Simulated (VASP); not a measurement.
# AlAs2 (R-3m) in VASP: notebook

AlAs2 is run at these levels: PBE; tasks: single point, relaxation of cell and atoms.

All numbers are computed with VASP 6.6.1; they aren't measurements. Logs are shortened: lines on timing, memory, paths and dates and some standing lists are left out, and cuts for length are marked.

### 1 The cell of the first run

Symmetry: R-3m, No. 166, trigonal system. Conventional cell: a = 3.552 Å, b = 3.552 Å, c = 16.090 Å, α = 90.00°, β = 90.00°, γ = 120.00°. Al (site symmetry -3m) has 6 As at 2.45 Å within 3.2 Å. Within 3.2 Å of As (site symmetry 3m) lie 3 Al at 2.45 Å.

### 2 Single point, PBE

Input file INCAR:

```
PREC = Accurate
ENCUT = 520
EDIFF = 1E-6
ISMEAR = 0
SIGMA = 0.1
LREAL = False
LASPH = True
NELM = 80
ALGO = Normal
ISIF = 2
LWAVE = False
LCHARG = False
GGA = PE
NBANDS = 14
```

Input file KPOINTS:

```
regular mesh
0
Gamma
  6 6 6
```

Input file POSCAR:

```
AlAs2
1.0
    1.7757834020      1.0252490251      5.3633201422
   -1.7757834020      1.0252490251      5.3633201422
    0.0000000000     -2.0504980503      5.3633201422
Al As
1 2
Direct
    0.0000000000      0.0000000000      0.0000000000
    0.7500000000      0.7500000000      0.7500000000
    0.2500000000      0.2500000000      0.2500000000
```

Potentials or basis: VASP PAW PBE potentials, release 64 (Al, As).

Started as:

```bash
$ cat potpaw_PBE.64/Al/POTCAR potpaw_PBE.64/As/POTCAR > POTCAR
$ mpirun -np 1 vasp_std > vasp.out
```

OUTCAR:

```text
PREC = Accurate
   ENCUT = 520
   EDIFF = 1E-6
   ISMEAR = 0
   LREAL = False
   LASPH = True
   NELM = 80
   ISIF = 2
   GGA = PE

 ion  position               nearest neighbor table
   1  0.000  0.000  0.000-   2 2.45   3 2.45   2 2.45   2 2.45   3 2.45   3 2.45
   2  0.750  0.750  0.750-   1 2.45   1 2.45   1 2.45
   3  0.250  0.250  0.250-   1 2.45   1 2.45   1 2.45

  LATTYP: Found a trigonal (rhomboedric) cell.
 ALAT       =     5.7419287005
 COS(alpha) =     0.8087090652

  Lattice vectors:

 A1 = (   1.7757834020,   1.0252490251,   5.3633201422)
 A2 = (  -1.7757834020,   1.0252490251,   5.3633201422)
 A3 = (   0.0000000000,  -2.0504980503,   5.3633201422)

Analysis of symmetry for initial positions (statically):
=====================================================================
 Subroutine PRICEL returns:
 Original cell was already a primitive cell.

 Routine SETGRP: Setting up the symmetry group for a
 trigonal (rhombohedral) supercell.

 Subroutine GETGRP returns: Found 12 space group operations
 (whereof 12 operations were pure point group operations)
 out of a pool of 12 trial point group operations.

The static configuration has the point symmetry D_3d.

Analysis of symmetry for dynamics (positions and initial velocities):
=====================================================================
 Subroutine PRICEL returns:
 Original cell was already a primitive cell.

 Routine SETGRP: Setting up the symmetry group for a
 trigonal (rhombohedral) supercell.

 Subroutine GETGRP returns: Found 12 space group operations
 (whereof 12 operations were pure point group operations)
 out of a pool of 12 trial point group operations.

The dynamic configuration has the point symmetry D_3d.

 Subroutine INISYM returns: Found 12 space group operations
 (whereof 12 operations are pure point group operations),
 and found     1 'primitive' translations

----------------------------------------------------------------------------------------

                                     Primitive cell

  volume of cell :      58.5874

  direct lattice vectors                    reciprocal lattice vectors
     1.775783402  1.025249025  5.363320142     0.281565871  0.162562131  0.062150557
    -1.775783402  1.025249025  5.363320142    -0.281565871  0.162562131  0.062150557
     0.000000000 -2.050498050  5.363320142     0.000000000 -0.325124263  0.062150557

  length of vectors
     5.741928701  5.741928701  5.741928701     0.331011296  0.331011296  0.331011296

  position of ions in fractional coordinates (direct lattice)
     0.000000000  0.000000000  0.000000000
     0.750000000  0.750000000  0.750000000
     0.250000000  0.250000000  0.250000000

  ion indices of the primitive-cell ions
   primitive index   ion index
                 1           1
                 2           2
                 3           3

----------------------------------------------------------------------------------------

 KPOINTS: regular mesh

Automatic generation of k-mesh.
 Grid dimensions read from file:
 generate k-points for:    6    6    6

 Generating k-lattice:

  Cartesian coordinates                     Fractional coordinates (reciprocal lattice)
     0.046927645  0.027093689  0.010358426     0.166666667  0.000000000  0.000000000
    -0.046927645  0.027093689  0.010358426     0.000000000  0.166666667  0.000000000
     0.000000000 -0.054187377  0.010358426     0.000000000  0.000000000  0.166666667

  Length of vectors
     0.055168549  0.055168549  0.055168549

  Shift w.r.t. Gamma in fractional coordinates (k-lattice)
     0.000000000  0.000000000  0.000000000

 Subroutine IBZKPT returns following result:
 ===========================================

 Found     32 irreducible k-points:

 Following reciprocal coordinates:
            Coordinates               Weight
  0.000000  0.000000  0.000000      1.000000
  0.166667 -0.000000 -0.000000      6.000000
  0.333333 -0.000000 -0.000000      6.000000
  0.500000 -0.000000 -0.000000      3.000000
  0.166667  0.166667 -0.000000      6.000000
  0.333333  0.166667 -0.000000     12.000000
[... 16 lines left out ...]
  0.500000  0.500000  0.166667      6.000000
 -0.333333  0.500000  0.166667     12.000000
 [... further k-points ...]
   k-points           NKPTS =     32   k-points in BZ     NKDIM =     32   number of bands    NBANDS=     14
   number of dos      NEDOS =    301   number of ions     NIONS =      3
   total plane-waves  NPLWV = 110592
   dimension x,y,z NGX =    48 NGY =   48 NGZ =   48
   dimension x,y,z NGXF=    96 NGYF=   96 NGZF=   96
   ions per type =               1   2
   NGX,Y,Z   is equivalent  to a cutoff of  13.90, 13.90, 13.90 a.u.
   NGXF,Y,Z  is equivalent  to a cutoff of  27.79, 27.79, 27.79 a.u.
 SYSTEM =  unknown system
   PREC   = accura    normal or accurate (medium, high low for compatibility)
   ISTART =      0    job   : 0-new  1-cont  2-samecut
   ICHARG =      2    charge: 1-file 2-atom 10-const
   ISPIN  =      1    spin polarized calculation?
   LNONCOLLINEAR =      F non collinear calculations
   LSORBIT =      F    spin-orbit coupling
   LASPH  =      T    aspherical Exc in radial PAW
   ENCUT  =  520.0 eV  38.22 Ry    6.18 a.u.  10.68 10.68 10.68*2*pi/ulx,y,z
   NELM   =     80;   NELMIN=  2; NELMDL= -5     # of ELM steps
   EDIFF  = 0.1E-05   stopping-criterion for ELM
   LREAL  =      F    real-space projection
   EDIFFG = 0.1E-04   stopping-criterion for IOM
   NSW    =      0    number of steps for IOM
   IBRION =     -1    ionic relax: 0-MD 1-quasi-New 2-CG
   NFREE  =      0    steps in history (QN), initial steepest desc. (CG)
   ISIF   =      2    stress and relaxation
   ISYM   =      2    0-nonsym 1-usesym 2-fastsym
   POTIM  = 0.5000    time-step for ionic-motion
   TEBEG  =    0.0;   TEEND  =   0.0 temperature during run
   PSTRESS=    0.0 pullay stress
   NELECT =      13.0000    total number of electrons
   NUPDOWN=      -1.0000    fix difference up-down
   EMIN   =  10.00;   EMAX   =-10.00  energy-range for DOS
   EFERMI =   0.00;   METHOD = LEGACY
   ISMEAR =     0;   SIGMA  =   0.10  broadening in eV -4-tet -1-fermi 0-gaus
   EFERMI_NEDOS =   21; number of points for ismear=-14 and -15
   IALGO  =     38    algorithm
   IMIX   =      4    mixing-type and parameters
     AMIX     =   0.40;   BMIX     =  1.00
     AMIX_MAG =   1.60;   BMIX_MAG =  1.00
  volume/ion in A,a.u.               =      19.53       131.79
  Fermi-wavevector in a.u.,A,eV,Ry     =   0.991108  1.872923 13.364947  0.982296
  Thomas-Fermi vector in A             =   2.122826
   LORBIT       =      0    0 simple, 1 ext, 2 COOP (PROOUT), +10 PAW based schemes
   GGA     = PE    functional components
   LHFCALC =     F    Hartree Fock is set to
   AEXX    =    0.0000 exact exchange contribution
   IVDW    =     0    specifies the selected vdW correction
   LEPSILON=     F    determine dielectric tensor
   LRPA    =     F    only Hartree local field effects (RPA)
 non-spin polarized calculation
 Gauss-broadening in eV      SIGMA  =   0.10
  energy-cutoff  :      520.00
  volume of cell :       58.59
 maximum number of plane-waves:      1597
 NGX is ok and might be reduce to    48
   NGX = 21   NGY = 21   NGZ = 21

 number of electron      13.0000000 magnetization

 Free energy of the ion-electron system (eV)
  ---------------------------------------------------
  ext. energy  EPLUGINS =         0.00000000
  ---------------------------------------------------
  free energy    TOTEN  =       -12.13576946 eV

  energy without entropy =      -12.12260073  energy(sigma->0) =      -12.12918509

 E-fermi :   5.3351     XC(G=0): -10.0417

 val. band max:        5.2542009560   @ k =  -0.3333   0.3333   0.3333
 cond. band min:       5.3471877640   @ k =   0.5000   0.1667  -0.0000
 fundamental gap:      0.0929868080
 Fermi energy:         5.3350636959

 k-point     1 :       0.0000    0.0000    0.0000
  band No.  band energies     occupation
      1      -8.1871      2.00000
      2      -4.8670      2.00000
      3      -0.1750      2.00000
      4       5.7735      0.00000
      5       5.7735      0.00000
      6       6.6203      0.00000
      7       6.6203      0.00000
      8       8.2283      0.00000
      9       9.9139      0.00000
     10      10.8897      0.00000
     11      11.3603      0.00000
     12      11.3603      0.00000
     13      13.0750      0.00000
     14      13.0750      0.00000

 k-point     2 :       0.1667   -0.0000   -0.0000
  band No.  band energies     occupation
      1      -7.8013      2.00000
      2      -4.6887      2.00000
      3       0.2637      2.00000
      4       3.4063      2.00000
      5       4.9430      2.00000
      6       4.9818      2.00000
      7       6.4263      0.00000
      8       7.4406      0.00000
      9       9.8867      0.00000
     10      11.9024      0.00000
     11      12.2461      0.00000
     12      12.8340      0.00000
     13      13.7798      0.00000
     14      14.3579      0.00000

 k-point     3 :       0.3333   -0.0000   -0.0000
  band No.  band energies     occupation
      1      -6.7060      2.00000
      2      -4.4443      2.00000
      3       0.5469      2.00000
      4       1.6205      2.00000
      5       2.5932      2.00000
      6       4.0877      2.00000
      7       5.7234      0.00000
      8       5.7338      0.00000
      9       8.6798      0.00000
     10      10.9970      0.00000
     11      13.5288      0.00000
     12      14.3789      0.00000
     13      15.6892      0.00000
     14      16.0292      0.00000
[... 324 lines left out ...]
 k-point    23 :       0.5000    0.5000    0.1667
  band No.  band energies     occupation
      1      -6.3944      2.00000
      2      -4.9836      2.00000
      3       0.1416      2.00000
      4       1.3725      2.00000
      5       3.6990      2.00000
      6       4.6164      2.00000
      7       6.1558      0.00000
      8       6.6191      0.00000
      9       8.2021      0.00000
     10      10.3596      0.00000
     11      11.8630      0.00000
     12      12.6001      0.00000
     13      13.3790      0.00000
     14      16.0551      0.00000

 k-point    24 :      -0.3333    0.5000    0.1667
  band No.  band energies     occupation
      1      -5.5375      2.00000
      2      -4.7120      2.00000
      3      -0.6626      2.00000
      4       0.6876      2.00000
      5       2.4470      2.00000
      6       4.3157      2.00000
      7       5.4097      0.29107
      8       6.2466      0.00000
      9       9.0886      0.00000
     10      10.6511      0.00000
     11      11.0996      0.00000
     12      13.4131      0.00000
     13      14.3891      0.00000
     14      15.5112      0.00000

 [... further k-points ...]
[... 5 lines left out ...]
  --------------------------------------------------------------------------------------
  -------------------------------------------------------------------------------------
  Total        4.7883262      4.7883262      2.4484339      0.0000000     -0.0000000      0.0000000
  in kB      130.9453196    130.9453196     66.9567911      0.0000000     -0.0000000      0.0000000
  external PRESSURE =     109.6158101 kB  Pullay stress =       0.0000000 kB

 VOLUME and BASIS-vectors are now :
 -----------------------------------------------------------------------------
  energy-cutoff  :      520.00
  volume of cell :       58.59
      direct lattice vectors                 reciprocal lattice vectors
     1.775783402  1.025249025  5.363320142     0.281565871  0.162562131  0.062150557
    -1.775783402  1.025249025  5.363320142    -0.281565871  0.162562131  0.062150557
     0.000000000 -2.050498050  5.363320142     0.000000000 -0.325124263  0.062150557

 POSITION                                       TOTAL-FORCE (eV/Angst)
 -----------------------------------------------------------------------------------
      0.00000      0.00000      0.00000         0.000000      0.000000     -0.000000
      0.00000     -0.00000     12.06747        -0.000000     -0.000000      1.644780
      0.00000     -0.00000      4.02249        -0.000000      0.000000     -1.644780
 -----------------------------------------------------------------------------------
    total drift:                                0.000000      0.000000     -0.000000

  FREE ENERGIE OF THE ION-ELECTRON SYSTEM (eV)
  ---------------------------------------------------
  free  energy   TOTEN  =       -12.1357694587 eV

  energy  without entropy=      -12.1226007282  energy(sigma->0) =      -12.12918509
```

Wall time 28 s (1 thread of Intel Xeon 6975P-C (Granite Rapids), shared host); peak memory 0.31 GiB.

What came out:

```yaml
Free_energy: -12.1358 eV
Pressure: 11.0 GPa
Largest_force: 1.645 eV/Å
```

Forces on the atoms (eV/Å):
```
Al   0.000  0.000  0.000
As   0.000  0.000  1.645
As   0.000  0.000 -1.645
```

Stress tensor (GPa, compression positive):
```
13.09  0.00  0.00
 0.00 13.09  0.00
 0.00  0.00  6.70
```

Levels at points of the mesh, in eV from the Fermi level:
```csv
k point,band 2,band 3,band 4,band 5,band 6,band 7,band 8,band 9,band 10,band 11
"(0.00, 0.00, 0.00)",-10.20,-5.51,0.44,0.44,1.29,1.29,2.89,4.58,5.55,6.03
"(0.50, 0.00, 0.00)",-10.39,-5.55,-4.23,-1.87,-1.58,-1.46,0.08,2.93,4.75,8.59
"(0.50, 0.50, 0.00)",-9.88,-6.42,-5.13,-2.01,-0.64,1.09,1.17,2.45,4.25,5.91
"(0.50, 0.50, 0.50)",-11.49,-2.04,-1.27,0.75,0.75,0.83,0.83,5.15,5.20,6.43
```

Caveat: forces of over 1 eV/Å act on the atoms, so gaps and moduli don't describe the material at rest.

### 3 Single point, PBE

This run uses another cell than the first one, of 20.16 Å³/atom, 1.032 times its volume.

Edit INCAR of step 2 so:

```diff
@@ -2,3 +2,3 @@
 ENCUT = 520
-EDIFF = 1E-6
+EDIFF = 1E-7
 ISMEAR = 0
@@ -7,3 +7,3 @@
 LASPH = True
-NELM = 80
+NELM = 100
 ALGO = Normal
```

Input file KPOINTS:

```
Automatic mesh
0
Gamma
  6 6 6
```

Input file POSCAR:

```
AlAs2
1.0
    1.9144617536      1.1053150088      4.7639518223
   -1.9144617536      1.1053150088      4.7639518223
    0.0000000000     -2.2106300176      4.7639518223
Al As
1 2
Direct
    0.0000000000      0.0000000000      0.0000000000
    0.7663849829      0.7663849829      0.7663849829
    0.2336150171      0.2336150171      0.2336150171
```

Potentials or basis: VASP PAW PBE potentials, release 64 (Al, As).

Started as:

```bash
$ cat potpaw_PBE.64/Al/POTCAR potpaw_PBE.64/As/POTCAR > POTCAR
$ mpirun -np 1 vasp_std > vasp.out
```

Wall time 20 s (1 thread of Intel Xeon 6975P-C (Granite Rapids), shared host); peak memory 0.23 GiB.

Results (log left out):

- Free energy: -12.8644 eV
- Pressure: 0.2 GPa
- Largest force: 0.023 eV/Å

Forces in eV/Å, atoms in the order of the input:
```
Al   0.000  0.000  0.000
As   0.000  0.000 -0.023
As   0.000  0.000  0.023
```

Stress tensor (GPa, compression positive):
```
0.10 0.00 0.00
0.00 0.10 0.00
0.00 0.00 0.27
```

Levels at points of the mesh, in eV from the Fermi level:
| k point | band 2 | band 3 | band 4 | band 5 | band 6 | band 7 | band 8 | band 9 | band 10 | band 11 |
| --- | --- | --- | --- | --- | --- | --- | --- | --- | --- | --- |
| (0.00, 0.00, 0.00) | -9.09 | -5.44 | -0.93 | -0.93 | 0.89 | 0.89 | 0.98 | 3.30 | 4.22 | 4.22 |
| (0.50, 0.00, 0.00) | -10.52 | -4.74 | -4.37 | -2.00 | -1.77 | -1.70 | -1.30 | 2.94 | 3.44 | 8.81 |
| (0.50, 0.50, 0.00) | -9.75 | -6.90 | -5.31 | -2.98 | 0.64 | 0.82 | 1.42 | 2.03 | 5.03 | 5.19 |
| (0.50, 0.50, 0.50) | -11.61 | -1.73 | -0.87 | -0.87 | -0.79 | 0.39 | 0.39 | 4.43 | 4.54 | 5.40 |

(Part 1 of 2 ends here.)
